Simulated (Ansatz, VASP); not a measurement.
**RbBr in VASP and in Ansatz**

```
Rb Br
1.0
     3.61832    0.00000    0.00000
     0.00000    3.61832    0.00000
     0.00000    0.00000    3.61832
Rb Br
1 1
Direct
  0.00000 0.00000 0.00000
  0.50000 0.50000 0.50000
```

Change from the starting cell: volume scaled by 0.76, PAW files.

Alike in both runs: task single point; functional LDA; k mesh 12 × 12 × 12; occupations fermi-dirac, width 0.1 eV; no spin polarisation.

|  | VASP | Ansatz |
| --- | --- | --- |
| version | VASP 6.6.1 | Ansatz 0.2.0 |
| potentials or method | VASP PAW LDA potentials, release 64 (Rb_sv, Br) | PAW with Ansatz's default frozen-core files, scalar-relativistic |
| plane-wave cutoff (eV) | 520 | 420 |
| valence electrons in the cell | 16 | 16 |

|  | VASP | Ansatz | Ansatz less VASP |
| --- | --- | --- | --- |
| gap on the k mesh at the Fermi level (eV) | 4.45 | 4.47 | +0.028 |
| pressure (GPa) | 12.8 | 12.5 | -0.32 |

LDA's correlation is that of Perdew and Zunger in VASP and of Perdew and Wang (1992) in Ansatz.
